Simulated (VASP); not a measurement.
Write the native input for VASP 6.6.1 that does the following.

```
Task                   : single point
Functional             : PBE
Potentials or basis    : VASP PAW PBE potentials, release 64 (Co, Si)
Cutoff                 : 520 eV
k mesh                 : 12 × 12 × 7
Occupations            : fermi-dirac, width 0.08 eV
Spin                   : no spin polarisation
Dipole correction      : no
Further INCAR settings : ALGO = Normal; EDIFF = 1e-07; NBANDS = 21
```

The structure of CoSi (NiAs type) lies in POSCAR:

```
CoSi
1.0
    3.2986983995      0.0000000000      0.0000000000
   -1.6493491998      2.8567566134      0.0000000000
    0.0000000000      0.0000000000      4.9590924182
Co Si
2 2
Direct
    0.0000000000      0.0000000000      0.0000000000
    0.0000000000      0.0000000000      0.5000000000
    0.3333333333      0.6666666667      0.2500000000
    0.6666666667      0.3333333333      0.7500000000
```

The input as run:

INCAR

```
ALGO = Normal
EDIFF = 1E-7
ENCUT = 520
GGA = PE
ISIF = 2
ISMEAR = -1
LASPH = T
LCHARG = F
LREAL = F
LWAVE = F
NBANDS = 21
NELM = 80
PREC = Accurate
SIGMA = 0.08
```

KPOINTS

```
k-points
0
Gamma
  12 12 7
```

Potentials or basis: VASP PAW PBE potentials, release 64 (Co, Si).

Command:

```sh
$ cat potpaw_PBE.64/Co/POTCAR potpaw_PBE.64/Si/POTCAR > POTCAR
$ mpirun -np 1 vasp_std > vasp.out
```

Results of the run:

| Quantity | Value |
| --- | --- |
| Pressure | 12.4 GPa |
| Band gap on the k mesh | zero (bands 13 and 14 overlap by 2.89 eV) |

Caveat: the cell stands under pressure; the run has no spin polarisation, though such a crystal can be magnetic.

It took 35 s on 1 thread of Intel(R) Xeon(R) 6975P-C (Granite Rapids), with other jobs on the host, peak memory 0.21 GiB.
